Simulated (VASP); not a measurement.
# Mo7S9 (P1) in VASP: single point with PBE+D3(BJ)

Aim: the single point of Mo7S9 with PBE+D3(BJ).

Program: VASP 6.6.1. These are calculated values, not measurements. Logs are shortened: lines on timing, memory, paths and dates and some standing lists are left out, and cuts for length are marked.

### 1 The cell of the first run

The typed cell holds 16 atoms: a = 7.959 Å, b = 7.570 Å, c = 6.754 Å, α = 59.49°, β = 66.85°, γ = 60.44°.

### 2 Single point, PBE+D3(BJ)

Input file INCAR:

```
SYSTEM = Mo7S9
ALGO = Normal
EDIFF = 1E-6
ENCUT = 520
GGA = PE
ISIF = 2
ISMEAR = 0
ISYM = 0
IVDW = 12
LASPH = .True.
LCHARG = .False.
LREAL = Auto
LWAVE = .False.
NBANDS = 90
NELM = 80
PREC = Accurate
SIGMA = 0.1
```

Input file KPOINTS:

```
Automatic mesh
0
Gamma
  2 2 2
  0.5 0.5 0.5
```

Input file POSCAR:

```
Mo7S9
1.0
    2.1612868491      4.5679256932     -6.1486433264
    3.0574956993     -3.2041310542     -6.1395554432
   -3.7274349533     -1.0568286165     -5.5326377908
Mo S
7 9
Direct
    0.4557226612      0.8160067485      0.7077840626
    0.7764171038      0.4212182033      0.9078946206
    0.1723990773      0.2544630963      0.6052766611
    0.8613702541      0.6675742015      0.4389245625
    0.2487583517      0.5889278410      0.1662892187
    0.5686278754      0.1504885210      0.2683002112
   -0.0483685983      1.0279394241      0.9638062218
    0.9540777065      0.6850888314      0.0416792120
    0.4766183988      0.4559168949      0.8510862880
    0.5478911363      0.8167605682      0.3333703383
    0.8734266369      0.2903010824      0.5851159209
    0.2461448930      0.2375440043      0.2519736034
    0.1544977766      0.5995163113      0.5439055398
    0.5819926355      0.4603641644      0.2600836680
    0.2555615024      0.9764173692     -0.0005891460
    0.7059831311      0.9339431481      0.6145795815
```

Potentials or basis: VASP PAW PBE potentials, release 64 (Mo_sv, S).

Run with:

```console
$ cat potpaw_PBE.64/Mo_sv/POTCAR potpaw_PBE.64/S/POTCAR > POTCAR
$ mpirun -np 1 vasp_std > vasp.out
```

OUTCAR:

```text
SYSTEM = Mo7S9
   EDIFF = 1E-6
   ENCUT = 520
   GGA = PE
   ISIF = 2
   ISMEAR = 0
   ISYM = 0
   IVDW = 12
   LASPH = .True.
   LREAL = Auto
   NELM = 80
   PREC = Accurate
 IVDW          = 12

 ion  position               nearest neighbor table
   1  0.456  0.816  0.708-  16 2.31   9 2.32  10 2.34  15 2.44   3 2.84   2 2.89   6 2.92   5 2.94
                             4 2.98
   2  0.776  0.421  0.908-  14 2.35   9 2.43   7 2.48  11 2.54   4 2.74   6 2.82   1 2.89   3 3.06

   3  0.172  0.254  0.605-  12 2.28  11 2.31  13 2.37  15 2.51   7 2.70   5 2.84   1 2.84   4 2.86
                             2 3.06   6 3.08
   4  0.861  0.668  0.439-  10 2.41  16 2.41   8 2.44  13 2.44  11 2.47   2 2.74   5 2.84   3 2.86
                             1 2.98   7 3.08   6 3.09
   5  0.249  0.589  0.166-  13 2.39  12 2.43   8 2.45   9 2.48  14 2.56  15 2.57   3 2.84   4 2.84
                             1 2.94   7 2.95   6 2.95
   6  0.569  0.150  0.268-  12 2.35  14 2.37  16 2.39  10 2.41   9 2.68   2 2.82   1 2.92   7 2.93
                             5 2.95   3 3.08   4 3.09
   7  0.952  0.028  0.964-  15 2.34   8 2.36  11 2.40   2 2.48   3 2.70   6 2.93   5 2.95   4 3.08

   8  0.954  0.685  0.042-   7 2.36   4 2.44   5 2.45
   9  0.477  0.456  0.851-   1 2.32   2 2.43   5 2.48   6 2.68
  10  0.548  0.817  0.333-   1 2.34   4 2.41   6 2.41
  11  0.873  0.290  0.585-   3 2.31   7 2.40   4 2.47   2 2.54
  12  0.246  0.238  0.252-   3 2.28   6 2.35   5 2.43
  13  0.154  0.600  0.544-   3 2.37   5 2.39   4 2.44
  14  0.582  0.460  0.260-   2 2.35   6 2.37   5 2.56
  15  0.256  0.976  0.999-   7 2.34   1 2.44   3 2.51   5 2.57
  16  0.706  0.934  0.615-   1 2.31   6 2.39   4 2.41

IMPORTANT INFORMATION: All symmetrisations will be switched off!
NOSYMM: (Re-)initialisation of all symmetry stuff for point group C_1.

----------------------------------------------------------------------------------------

                                     Primitive cell

  volume of cell :     299.3997

  direct lattice vectors                    reciprocal lattice vectors
     2.161286849  4.567925693 -6.148643326     0.037537908  0.132935366 -0.050682878
     3.057495699 -3.204131054 -6.139555443     0.106114801 -0.116487372 -0.049240315
    -3.727434953 -1.056828617 -5.532637791    -0.159472740 -0.018470660 -0.069777822

  length of vectors
     7.958826593  7.570262664  6.754312621     0.147138235  0.165088666  0.175047606

  position of ions in fractional coordinates (direct lattice)
     0.455722661  0.816006749  0.707784063
     0.776417104  0.421218203  0.907894621
     0.172399077  0.254463096  0.605276661
     0.861370254  0.667574202  0.438924562
     0.248758352  0.588927841  0.166289219
     0.568627875  0.150488521  0.268300211
[... 8 lines left out ...]
     0.255561502  0.976417369  0.999410854
     0.705983131  0.933943148  0.614579582

  ion indices of the primitive-cell ions
   primitive index   ion index
                 1           1
                 2           2
                 3           3
                 4           4
                 5           5
                 6           6
[... 8 lines left out ...]
                15          15
                16          16

----------------------------------------------------------------------------------------

 KPOINTS: Automatic mesh

Automatic generation of k-mesh.
 Grid dimensions read from file:
 generate k-points for:    2    2    2

 Generating k-lattice:

  Cartesian coordinates                     Fractional coordinates (reciprocal lattice)
     0.018768954  0.066467683 -0.025341439     0.500000000  0.000000000  0.000000000
     0.053057400 -0.058243686 -0.024620158    -0.000000000  0.500000000  0.000000000
    -0.079736370 -0.009235330 -0.034888911     0.000000000  0.000000000  0.500000000

  Length of vectors
     0.073569117  0.082544333  0.087523803

  Shift w.r.t. Gamma in fractional coordinates (k-lattice)
     0.500000000  0.500000000  0.500000000

 Subroutine IBZKPT returns following result:
 ===========================================

 Found      4 irreducible k-points:

 Following reciprocal coordinates:
            Coordinates               Weight
  0.250000  0.250000  0.250000      2.000000
 -0.250000  0.250000  0.250000      2.000000
  0.250000 -0.250000  0.250000      2.000000
 -0.250000 -0.250000  0.250000      2.000000
   k-points           NKPTS =      4   k-points in BZ     NKDIM =      4   number of bands    NBANDS=     90
   number of dos      NEDOS =    301   number of ions     NIONS =     16
   total plane-waves  NPLWV = 168000
   dimension x,y,z NGX =    60 NGY =   56 NGZ =   50
   dimension x,y,z NGXF=   120 NGYF=  112 NGZF=  100
   ions per type =               7   9
   NGX,Y,Z   is equivalent  to a cutoff of  12.53, 12.30, 12.31 a.u.
   NGXF,Y,Z  is equivalent  to a cutoff of  25.07, 24.60, 24.61 a.u.
 SYSTEM =  Mo7S9
   PREC   = accura    normal or accurate (medium, high low for compatibility)
   ISTART =      0    job   : 0-new  1-cont  2-samecut
   ICHARG =      2    charge: 1-file 2-atom 10-const
   ISPIN  =      1    spin polarized calculation?
   LNONCOLLINEAR =      F non collinear calculations
   LSORBIT =      F    spin-orbit coupling
   LASPH  =      T    aspherical Exc in radial PAW
   ENCUT  =  520.0 eV  38.22 Ry    6.18 a.u.  14.80 14.08 12.56*2*pi/ulx,y,z
   NELM   =     80;   NELMIN=  2; NELMDL= -5     # of ELM steps
   EDIFF  = 0.1E-05   stopping-criterion for ELM
   LREAL  =      T    real-space projection
   EDIFFG = 0.1E-04   stopping-criterion for IOM
   NSW    =      0    number of steps for IOM
   IBRION =     -1    ionic relax: 0-MD 1-quasi-New 2-CG
   NFREE  =      0    steps in history (QN), initial steepest desc. (CG)
   ISIF   =      2    stress and relaxation
   ISYM   =      0    0-nonsym 1-usesym 2-fastsym
   POTIM  = 0.5000    time-step for ionic-motion
   TEBEG  =    0.0;   TEEND  =   0.0 temperature during run
   PSTRESS=    0.0 pullay stress
   NELECT =     152.0000    total number of electrons
   NUPDOWN=      -1.0000    fix difference up-down
   EMIN   =  10.00;   EMAX   =-10.00  energy-range for DOS
   EFERMI =   0.00;   METHOD = LEGACY
   ISMEAR =     0;   SIGMA  =   0.10  broadening in eV -4-tet -1-fermi 0-gaus
   EFERMI_NEDOS =   21; number of points for ismear=-14 and -15
   IALGO  =     38    algorithm
   IMIX   =      4    mixing-type and parameters
     AMIX     =   0.40;   BMIX     =  1.00
     AMIX_MAG =   1.60;   BMIX_MAG =  1.00
  volume/ion in A,a.u.               =      18.71       126.28
  Fermi-wavevector in a.u.,A,eV,Ry     =   1.305987  2.467958 23.206130  1.705602
  Thomas-Fermi vector in A             =   2.436819
   LORBIT       =      0    0 simple, 1 ext, 2 COOP (PROOUT), +10 PAW based schemes
   GGA     = PE    functional components
   LHFCALC =     F    Hartree Fock is set to
   AEXX    =    0.0000 exact exchange contribution
   IVDW    =    12    specifies the selected vdW correction
   LEPSILON=     F    determine dielectric tensor
   LRPA    =     F    only Hartree local field effects (RPA)
 non-spin polarized calculation
 Gauss-broadening in eV      SIGMA  =   0.10
  energy-cutoff  :      520.00
  volume of cell :      299.40
 maximum number of plane-waves:      8078
   NGX = 29   NGY = 29   NGZ = 25

 number of electron     152.0000002 magnetization

 Free energy of the ion-electron system (eV)
  ---------------------------------------------------
  ext. energy  EPLUGINS =         0.00000000
  ---------------------------------------------------
  free energy    TOTEN  =      -119.66220304 eV

  energy without entropy =     -119.64564560  energy(sigma->0) =     -119.65392432

 E-fermi :   7.5306     XC(G=0): -10.7175

 val. band max:        7.4239577444   @ k =  -0.2500   0.2500   0.2500
 cond. band min:       7.6139267945   @ k =   0.2500  -0.2500   0.2500
 fundamental gap:      0.1899690501
 Fermi energy:         7.5305715098

 k-point     1 :       0.2500    0.2500    0.2500
  band No.  band energies     occupation
      1     -53.7188      2.00000
      2     -53.6656      2.00000
      3     -53.6448      2.00000
      4     -53.5393      2.00000
      5     -53.4892      2.00000
      6     -53.4795      2.00000
[... 80 lines left out ...]
     87       9.7510      0.00000
     88       9.8737      0.00000

 k-point     2 :      -0.2500    0.2500    0.2500
  band No.  band energies     occupation
      1     -53.7131      2.00000
      2     -53.6721      2.00000
      3     -53.6454      2.00000
      4     -53.5399      2.00000
      5     -53.4898      2.00000
      6     -53.4771      2.00000
[... 80 lines left out ...]
     87       9.5664      0.00000
     88       9.6869      0.00000

 k-point     3 :       0.2500   -0.2500    0.2500
  band No.  band energies     occupation
      1     -53.7109      2.00000
      2     -53.6670      2.00000
      3     -53.6519      2.00000
      4     -53.5406      2.00000
      5     -53.4897      2.00000
      6     -53.4833      2.00000
[... 80 lines left out ...]
     87       9.6069      0.00000
     88       9.7296      0.00000

 k-point     4 :      -0.2500   -0.2500    0.2500
  band No.  band energies     occupation
      1     -53.7117      2.00000
      2     -53.6688      2.00000
      3     -53.6489      2.00000
      4     -53.5404      2.00000
      5     -53.4901      2.00000
      6     -53.4836      2.00000
[... 80 lines left out ...]
     87       9.6369      0.00000
     88       9.8655      0.00000
 [bands above 88 left out]

------------------------ aborting loop because EDIFF is reached ----------------------------------------

 Edisp (eV)   -6.84469

 E8    (eV) :    -2.8354

  FORCE on cell =-STRESS in cart. coord.  units (eV):
  Direction    XX          YY          ZZ          XY          YZ          ZX
  --------------------------------------------------------------------------------------
  -------------------------------------------------------------------------------------
  Total       0.05952     0.05158     0.03682    -0.02561     0.07719    -0.17030
  in kB       0.31850     0.27601     0.19701    -0.13705     0.41306    -0.91131
  external pressure =        0.26 kB  Pullay stress =        0.00 kB

 VOLUME and BASIS-vectors are now :
 -----------------------------------------------------------------------------
  energy-cutoff  :      520.00
  volume of cell :      299.40
      direct lattice vectors                 reciprocal lattice vectors
     2.161286849  4.567925693 -6.148643326     0.037537908  0.132935366 -0.050682878
     3.057495699 -3.204131054 -6.139555443     0.106114801 -0.116487372 -0.049240315
    -3.727434953 -1.056828617 -5.532637791    -0.159472740 -0.018470660 -0.069777822

 POSITION                                       TOTAL-FORCE (eV/Angst)
 -----------------------------------------------------------------------------------
      0.84167     -1.28089    -11.72791        -0.004346     -0.009805      0.011499
     -0.41819      1.23749    -12.38306         0.005714     -0.046080      0.002235
     -1.10551     -0.66750     -5.97109         0.005968      0.027296      0.003623
      2.26671      1.33181    -11.82328         0.006266      0.002328     -0.001075
      1.71845     -0.92643     -6.06530        -0.011677      0.000229     -0.008299
      0.68901      1.83172     -5.90463        -0.030448      0.008374     -0.000568
[... 8 lines left out ...]
     -0.18751     -3.01739    -13.09550         0.005185      0.000312     -0.004761
      2.09055     -0.41710    -13.47508         0.009544     -0.012419      0.011635
 -----------------------------------------------------------------------------------
    total drift:                                0.000044     -0.000707     -0.001219

  FREE ENERGIE OF THE ION-ELECTRON SYSTEM (eV)
  ---------------------------------------------------
  free  energy   TOTEN  =      -126.5068938728 eV

  energy  without entropy=     -126.4903364291  energy(sigma->0) =     -126.49861515
```

Run time: 2.7 min. Hardware: 1 thread of Intel Xeon Platinum 8488C (Sapphire Rapids), shared host; peak memory 0.42 GiB.

Results:

```
Free energy                : -126.5069 eV
Pressure                   : 0.0 GPa
Largest force              : 0.055 eV/Å
Band gap on the k mesh     : 0.19 eV (least direct gap 0.20 eV)
Dispersion energy per atom : -0.428 eV
```

Forces in eV/Å, atoms in the order of the input:
```
Mo  -0.004 -0.010  0.011
Mo   0.006 -0.046  0.002
Mo   0.006  0.027  0.004
Mo   0.006  0.002 -0.001
Mo  -0.012  0.000 -0.008
Mo  -0.030  0.008 -0.001
Mo  -0.018  0.040  0.033
S    0.004  0.002 -0.002
S    0.017 -0.023 -0.023
S    0.003 -0.001 -0.020
S    0.005  0.003 -0.015
S    0.005 -0.007 -0.013
S   -0.014  0.014  0.023
S    0.012  0.002  0.004
S    0.005  0.000 -0.005
S    0.010 -0.012  0.012
```

Stress tensor (GPa, compression positive):
```
 0.03 -0.01 -0.09
-0.01  0.03  0.04
-0.09  0.04  0.02
```

Levels at points of the mesh, in eV from the valence-band top:
```csv
k point,band 74,band 75,band 76,band 77,band 78,band 79
"(0.25, 0.25, 0.25)",-0.37,-0.30,-0.11,0.29,0.56,0.63
```

Caveat: the k points lie up to 0.55 Å⁻¹ apart; semilocal functionals underestimate gaps, and a narrow one can read as zero; a shifted mesh leaves out Γ, where band edges can lie. A k mesh can miss the band edges.
